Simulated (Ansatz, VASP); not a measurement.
# One calculation of MnSb, two programs

```
Mn Sb
1.0
     4.11853    0.00000    0.00000
    -2.05926    3.56675    0.00000
     0.00000    0.00000    4.80446
Mn Sb
2 2
Direct
  0.00000 0.00000 0.00000
  0.00000 0.00000 0.50000
  0.33333 0.66667 0.25000
  0.66667 0.33333 0.75000
```

Alike in both runs: functional PBE; k mesh 12 × 12 × 8; occupations gaussian, width 0.05 eV; no spin polarisation.

Ansatz relaxed the structure, and its values are those at the end. VASP's run is a single point on that final structure, the one shown.

```csv
,VASP,Ansatz
version,VASP 6.6.1,Ansatz 0.2.0
potentials or method,"VASP PAW PBE potentials, release 64 (Mn_pv, Sb), cutoff 520 eV","scalar-relativistic, plane waves, PAW"
valence electrons in the cell,36,60
```

VASP gave:

- gap on the k mesh at the Fermi level (eV): none
- pressure (GPa): -0.1

Question: Which values does Ansatz return?

Answer: gap on the k mesh at the Fermi level (eV): none; pressure (GPa): 0.0.

A gap of «none» marks a metal or a gap that the smearing closes. The functional is the same, so the differences come from potentials, cutoffs and numerics. VASP's potentials hold 36 valence electrons a cell and Ansatz's 60, so a difference there can come from the potentials and not from the codes.

Neither program's run includes spin-orbit coupling.
